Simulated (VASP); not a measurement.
# P (R-3m) in VASP: relaxation of cell and atoms with PBE

Aim: the relaxation of cell and atoms of P with PBE.

Everything below comes from runs of VASP 6.6.1. Logs are shortened: lines on timing, memory, paths and dates and some standing lists are left out, and cuts for length are marked.

## Step 1: The cell of the first run

It takes space group R-3m (No. 166, trigonal). Conventional cell: a = 3.332 Å, b = 3.332 Å, c = 14.098 Å, α = 90.00°, β = 90.00°, γ = 120.00°. Within 3.4 Å of P (site symmetry -3m) lie 14 P at 2.42 to 3.33 Å. Within 3.5 Å of P (site symmetry 3m) lie 16 P at 2.42 to 3.50 Å.

## Step 2: Relaxation of cell and atoms, PBE

File INCAR:

```
  PREC = Accurate
  ENCUT = 600
  EDIFF = 1E-7
  ISMEAR = 0
  SIGMA = 0.1
  LREAL = F
  LASPH = T
  NELM = 60
  ALGO = Normal
  ISIF = 3
  LWAVE = F
  LCHARG = F
  GGA = PE
  IBRION = 2
  NSW = 100
  EDIFFG = -0.01
```

File KPOINTS:

```
Automatic mesh
0
Gamma
  18 18 18
```

File POSCAR:

```
P
1.0
    1.6661114354      0.9619298857      4.6993417306
   -1.6661114354      0.9619298857      4.6993417306
    0.0000000000     -1.9238597715      4.6993417306
P
3
Direct
    0.0000000000      0.0000000000      0.0000000000
    0.2296564360      0.2296564360      0.2296564360
    0.7703435640      0.7703435640      0.7703435640
```

Potentials or basis: VASP PAW PBE potentials, release 64 (P).

Command:

```bash
$ cat potpaw_PBE.64/P/POTCAR > POTCAR
$ mpirun -np 1 vasp_std > vasp.out
```

OUTCAR:

```text
PREC = Accurate
   ENCUT = 600
   EDIFF = 1E-7
   ISMEAR = 0
   LREAL = F
   LASPH = T
   NELM = 60
   ISIF = 3
   GGA = PE
   IBRION = 2
   NSW = 100
   EDIFFG = -0.01

 ion  position               nearest neighbor table
   1  0.000  0.000  0.000-   3 2.42   3 2.42   2 2.42   2 2.42   3 2.42   2 2.42
   2  0.230  0.230  0.230-   1 2.42   1 2.42   1 2.42   3 2.62   3 2.62   3 2.62
   3  0.770  0.770  0.770-   1 2.42   1 2.42   1 2.42   2 2.62   2 2.62   2 2.62

  LATTYP: Found a trigonal (rhomboedric) cell.
 ALAT       =     5.0778981007
 COS(alpha) =     0.7846870640

  Lattice vectors:

 A1 = (   1.6661114354,   0.9619298857,   4.6993417306)
 A2 = (  -1.6661114354,   0.9619298857,   4.6993417306)
 A3 = (   0.0000000000,  -1.9238597715,   4.6993417306)

Analysis of symmetry for initial positions (statically):
=====================================================================
 Subroutine PRICEL returns:
 Original cell was already a primitive cell.

 Routine SETGRP: Setting up the symmetry group for a
 trigonal (rhombohedral) supercell.

 Subroutine GETGRP returns: Found 12 space group operations
 (whereof 12 operations were pure point group operations)
 out of a pool of 12 trial point group operations.

The static configuration has the point symmetry D_3d.

Analysis of symmetry for dynamics (positions and initial velocities):
=====================================================================
 Subroutine PRICEL returns:
 Original cell was already a primitive cell.

 Routine SETGRP: Setting up the symmetry group for a
 trigonal (rhombohedral) supercell.

 Subroutine GETGRP returns: Found 12 space group operations
 (whereof 12 operations were pure point group operations)
 out of a pool of 12 trial point group operations.

The dynamic configuration has the point symmetry D_3d.

 Subroutine INISYM returns: Found 12 space group operations
 (whereof 12 operations are pure point group operations),
 and found     1 'primitive' translations

----------------------------------------------------------------------------------------

                                     Primitive cell

  volume of cell :      45.1893

  direct lattice vectors                    reciprocal lattice vectors
     1.666111435  0.961929886  4.699341731     0.300099975  0.173262801  0.070931920
    -1.666111435  0.961929886  4.699341731    -0.300099975  0.173262801  0.070931920
     0.000000000 -1.923859772  4.699341731     0.000000000 -0.346525603  0.070931920

  length of vectors
     5.077898101  5.077898101  5.077898101     0.353710801  0.353710801  0.353710801

  position of ions in fractional coordinates (direct lattice)
     0.000000000  0.000000000  0.000000000
     0.229656436  0.229656436  0.229656436
     0.770343564  0.770343564  0.770343564

  ion indices of the primitive-cell ions
   primitive index   ion index
                 1           1
                 2           2
                 3           3

----------------------------------------------------------------------------------------

 KPOINTS: Automatic mesh

Automatic generation of k-mesh.
 Grid dimensions read from file:
 generate k-points for:   18   18   18

 Generating k-lattice:

  Cartesian coordinates                     Fractional coordinates (reciprocal lattice)
     0.016672221  0.009625711  0.003940662     0.055555556  0.000000000  0.000000000
    -0.016672221  0.009625711  0.003940662     0.000000000  0.055555556  0.000000000
     0.000000000 -0.019251422  0.003940662     0.000000000  0.000000000  0.055555556

  Length of vectors
     0.019650600  0.019650600  0.019650600

  Shift w.r.t. Gamma in fractional coordinates (k-lattice)
     0.000000000  0.000000000  0.000000000

 Subroutine IBZKPT returns following result:
 ===========================================

 Found    580 irreducible k-points:

 Following reciprocal coordinates:
            Coordinates               Weight
  0.000000  0.000000  0.000000      1.000000
  0.055556  0.000000 -0.000000      6.000000
  0.111111  0.000000 -0.000000      6.000000
  0.166667 -0.000000  0.000000      6.000000
  0.222222  0.000000  0.000000      6.000000
  0.277778  0.000000 -0.000000      6.000000
[... 16 lines left out ...]
 -0.277778  0.055556 -0.000000     12.000000
 -0.222222  0.055556  0.000000     12.000000
 [... further k-points ...]
   k-points           NKPTS =    580   k-points in BZ     NKDIM =    580   number of bands    NBANDS=     11
   number of dos      NEDOS =    301   number of ions     NIONS =      3
   total plane-waves  NPLWV =  74088
   dimension x,y,z NGX =    42 NGY =   42 NGZ =   42
   dimension x,y,z NGXF=    84 NGYF=   84 NGZF=   84
   ions per type =               3
   NGX,Y,Z   is equivalent  to a cutoff of  13.75, 13.75, 13.75 a.u.
   NGXF,Y,Z  is equivalent  to a cutoff of  27.50, 27.50, 27.50 a.u.
 SYSTEM =  unknown system
   PREC   = accura    normal or accurate (medium, high low for compatibility)
   ISTART =      0    job   : 0-new  1-cont  2-samecut
   ICHARG =      2    charge: 1-file 2-atom 10-const
   ISPIN  =      1    spin polarized calculation?
   LNONCOLLINEAR =      F non collinear calculations
   LSORBIT =      F    spin-orbit coupling
   LASPH  =      T    aspherical Exc in radial PAW
   ENCUT  =  600.0 eV  44.10 Ry    6.64 a.u.  10.14 10.14 10.14*2*pi/ulx,y,z
   NELM   =     60;   NELMIN=  2; NELMDL= -5     # of ELM steps
   EDIFF  = 0.1E-06   stopping-criterion for ELM
   LREAL  =      F    real-space projection
   EDIFFG = -.1E-01   stopping-criterion for IOM
   NSW    =    100    number of steps for IOM
   IBRION =      2    ionic relax: 0-MD 1-quasi-New 2-CG
   NFREE  =      1    steps in history (QN), initial steepest desc. (CG)
   ISIF   =      3    stress and relaxation
   ISYM   =      2    0-nonsym 1-usesym 2-fastsym
   POTIM  = 0.5000    time-step for ionic-motion
   TEBEG  =    0.0;   TEEND  =   0.0 temperature during run
   PSTRESS=    0.0 pullay stress
   NELECT =      15.0000    total number of electrons
   NUPDOWN=      -1.0000    fix difference up-down
   EMIN   =  10.00;   EMAX   =-10.00  energy-range for DOS
   EFERMI =   0.00;   METHOD = LEGACY
   ISMEAR =     0;   SIGMA  =   0.10  broadening in eV -4-tet -1-fermi 0-gaus
   EFERMI_NEDOS =   21; number of points for ismear=-14 and -15
   IALGO  =     38    algorithm
   IMIX   =      4    mixing-type and parameters
     AMIX     =   0.40;   BMIX     =  1.00
     AMIX_MAG =   1.60;   BMIX_MAG =  1.00
  volume/ion in A,a.u.               =      15.06       101.65
  Fermi-wavevector in a.u.,A,eV,Ry     =   1.133513  2.142030 17.481482  1.284853
  Thomas-Fermi vector in A             =   2.270216
   LORBIT       =      0    0 simple, 1 ext, 2 COOP (PROOUT), +10 PAW based schemes
   GGA     = PE    functional components
   LHFCALC =     F    Hartree Fock is set to
   AEXX    =    0.0000 exact exchange contribution
   IVDW    =     0    specifies the selected vdW correction
   LEPSILON=     F    determine dielectric tensor
   LRPA    =     F    only Hartree local field effects (RPA)
 conjugate gradient relaxation of ions
 non-spin polarized calculation
 Gauss-broadening in eV      SIGMA  =   0.10
  energy-cutoff  :      600.00
  volume of cell :       45.19
 maximum number of plane-waves:      1537
 NGX is ok and might be reduce to    42
   NGX = 21   NGY = 21   NGZ = 21

--------------------------------------- Ionic step        1  -------------------------------------------

 number of electron      14.9999999 magnetization

 Free energy of the ion-electron system (eV)
  ---------------------------------------------------
  ext. energy  EPLUGINS =         0.00000000
  ---------------------------------------------------
  free energy    TOTEN  =       -15.19099995 eV

  energy without entropy =      -15.18489163  energy(sigma->0) =      -15.18794579

------------------------ aborting loop because EDIFF is reached ----------------------------------------

  FORCE on cell =-STRESS in cart. coord.  units (eV):
  Direction    XX          YY          ZZ          XY          YZ          ZX
  --------------------------------------------------------------------------------------
  -------------------------------------------------------------------------------------
  Total        0.0037213      0.0037213     -0.0069758      0.0000000      0.0000000      0.0000000
  in kB        0.1319373      0.1319373     -0.2473238      0.0000000      0.0000000      0.0000000
  external PRESSURE =       0.0055169 kB  Pullay stress =       0.0000000 kB

 VOLUME and BASIS-vectors are now :
 -----------------------------------------------------------------------------
  energy-cutoff  :      600.00
  volume of cell :       45.19
      direct lattice vectors                 reciprocal lattice vectors
     1.666111435  0.961929886  4.699341731     0.300099975  0.173262801  0.070931920
    -1.666111435  0.961929886  4.699341731    -0.300099975  0.173262801  0.070931920
     0.000000000 -1.923859772  4.699341731     0.000000000 -0.346525603  0.070931920
[... 38 lines left out ...]
 POSITION                                       TOTAL-FORCE (eV/Angst)
 -----------------------------------------------------------------------------------
      0.00000     -1.92397      4.69881        -0.000000     -0.000000      0.000000
      0.00000     -0.00000      3.23825         0.000000     -0.000000      0.013295
      0.00000     -0.00000     10.85819        -0.000000      0.000000     -0.013295
 -----------------------------------------------------------------------------------
    total drift:                                0.000000     -0.000000      0.000000

  FREE ENERGIE OF THE ION-ELECTRON SYSTEM (eV)
  ---------------------------------------------------
  free  energy   TOTEN  =       -15.1910304939 eV

  energy  without entropy=      -15.1849161370  energy(sigma->0) =      -15.18797332

--------------------------------------- Ionic step        3  -------------------------------------------

 number of electron      14.9999999 magnetization

 Free energy of the ion-electron system (eV)
  ---------------------------------------------------
  ext. energy  EPLUGINS =         0.00000000
  ---------------------------------------------------
  free energy    TOTEN  =       -15.19106095 eV

  energy without entropy =      -15.18493824  energy(sigma->0) =      -15.18799960

 E-fermi :   9.2163     XC(G=0): -11.1351

 val. band max:        9.2162542512   @ k =  -0.3333   0.5000   0.3333
 cond. band min:       9.2164701698   @ k =  -0.3889   0.4444   0.3889
 fundamental gap:      0.0002159186
 Fermi energy:         9.2163031478

 k-point     1 :       0.0000    0.0000    0.0000
  band No.  band energies     occupation
      1      -7.1182      2.00000
      2      -1.2433      2.00000
      3      -0.3930      2.00000
      4       8.1120      2.00000
      5       8.1120      2.00000
      6       8.4152      2.00000
      7       8.4152      2.00000
      8      10.2662      0.00000
      9      10.7721      0.00000
     10      12.2594      0.00000
     11      12.2594      0.00000

 k-point     2 :       0.0556    0.0000   -0.0000
  band No.  band energies     occupation
      1      -7.0668      2.00000
      2      -1.2544      2.00000
      3      -0.2959      2.00000
      4       7.3487      2.00000
      5       7.8564      2.00000
      6       8.1335      2.00000
      7       8.5175      2.00000
      8      10.6255      0.00000
      9      11.2469      0.00000
     10      12.2177      0.00000
     11      12.3412      0.00000
[... 295 lines left out ...]
 k-point    24 :      -0.2222    0.0556    0.0000
  band No.  band energies     occupation
      1      -6.0759      2.00000
      2      -0.7774      2.00000
      3       0.6015      2.00000
      4       3.2463      2.00000
      5       4.7731      2.00000
      6       6.4027      2.00000
      7       7.5062      2.00000
      8      10.3381      0.00000
      9      10.7713      0.00000
     10      12.9379      0.00000
     11      13.9241      0.00000

 [... further k-points ...]
[... 5 lines left out ...]
  --------------------------------------------------------------------------------------
  -------------------------------------------------------------------------------------
  Total        0.0082063      0.0082063      0.0158990      0.0000000     -0.0000000      0.0000000
  in kB        0.2909458      0.2909458      0.5636804      0.0000000     -0.0000000      0.0000000
  external PRESSURE =       0.3818573 kB  Pullay stress =       0.0000000 kB

 VOLUME and BASIS-vectors are now :
 -----------------------------------------------------------------------------
  energy-cutoff  :      600.00
  volume of cell :       45.19
      direct lattice vectors                 reciprocal lattice vectors
     1.666439670  0.962119392  4.697606267     0.300040865  0.173228674  0.070958125
    -1.666439670  0.962119392  4.697606267    -0.300040865  0.173228674  0.070958125
     0.000000000 -1.924238784  4.697606267     0.000000000 -0.346457348  0.070958125

 POSITION                                       TOTAL-FORCE (eV/Angst)
 -----------------------------------------------------------------------------------
      0.00000      0.00000      0.00000         0.000000      0.000000      0.000000
      0.00000     -0.00000      3.23952         0.000000     -0.000000      0.000859
      0.00000     -0.00000     10.85330        -0.000000      0.000000     -0.000859
 -----------------------------------------------------------------------------------
    total drift:                               -0.000000      0.000000     -0.000000

  FREE ENERGIE OF THE ION-ELECTRON SYSTEM (eV)
  ---------------------------------------------------
  free  energy   TOTEN  =       -15.1910609547 eV

  energy  without entropy=      -15.1849382373  energy(sigma->0) =      -15.18799960

 reached required accuracy - stopping structural energy minimisation
```

Wall time 32 min (1 thread of Intel Xeon 8259CL, shared host); peak memory 0.47 GiB.

What came out:

| Property | Result |
| --- | --- |
| Free energy | -15.1911 eV |
| Energy gained by relaxing | 0.0 meV/atom |
| Ionic steps | 3 |
| Pressure after relaxing | 0.0 GPa |
| Band gap on the k mesh | zero (an odd number of electrons rules out a gap without spin polarisation) |

Final structure:
```
P
1.0
     1.66644    0.96212    4.69761
    -1.66644    0.96212    4.69761
     0.00000   -1.92424    4.69761
P
3
Direct
  0.00000 0.00000 0.00000
  0.22987 0.22987 0.22987
  0.77013 0.77013 0.77013
```

Caveat: an odd number of electrons without spin polarisation forces a metal; a magnetic or distorted state may lie lower.
